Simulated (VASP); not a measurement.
# HC4: single point with PBE+D3(BJ)

HC4, a slab with vacuum:

```
CELL_PARAMETERS angstrom
4.93140 0.00000 0.00000
-2.46570 4.27072 0.00000
0.00000 0.00000 18.00000
ATOMIC_POSITIONS crystal
C 0.16667 0.33333 0.22222
C 0.16667 0.83333 0.22222
C 0.66667 0.33333 0.22222
C 0.66667 0.83333 0.22222
C 0.33333 0.16667 0.22222
C 0.33333 0.66667 0.22222
C 0.83333 0.16667 0.22222
C 0.83333 0.66667 0.22222
H 0.13026 0.13026 0.30056
H 0.36974 0.36974 0.30056
```

| Item | Value |
| --- | --- |
| Program | VASP 6.6.1 |
| Task | single point |
| Functional | PBE |
| Dispersion | D3(BJ) |
| Potentials or basis | VASP PAW PBE potentials, release 64 (C, H) |
| Cutoff | 520 eV |
| k mesh | 6 × 6 × 1 |
| Occupations | gaussian, width 0.1 eV |
| Spin | no spin polarisation |
| Dipole correction | yes |
| Further INCAR settings | ALGO = Normal; EDIFF = 1e-06; NBANDS = 28 |

```yaml
Largest_force: 5.053 eV/Å
Band_gap_on_the_k_mesh: 0.14 eV (least direct gap 0.87 eV)
Dispersion_energy_per_atom: -0.090 eV
```

Forces on the atoms (eV/Å):
```
C   -1.724  0.995 -2.792
C    0.138 -0.085 -0.577
C    0.142 -0.077 -0.577
C   -0.046  0.027  0.298
C    1.724 -0.995 -2.792
C   -0.138  0.085 -0.577
C   -0.142  0.077 -0.577
C    0.046 -0.027  0.298
H    1.749  3.029  3.648
H   -1.749 -3.029  3.648
```

Levels at points of the mesh, in eV from the valence-band top:
```
           k point  band 13  band 14  band 15  band 16  band 17  band 18  band 19  band 20  band 21  band 22
(0.00, 0.00, 0.00)    -3.27    -3.26    -2.74    -2.45    -0.91     0.14     1.28     1.88     3.92     4.71
(0.50, 0.00, 0.00)    -5.44    -5.18    -3.70    -3.14    -0.39     2.18     2.68     3.10     5.76     5.85
(0.50, 0.50, 0.00)    -5.40    -5.24    -3.92    -3.11    -0.14     2.32     2.61     3.55     5.18     5.85
```

Run time: 6.6 min on 1 thread of Intel Xeon 8259CL (shared host), peak memory 0.56 GiB.
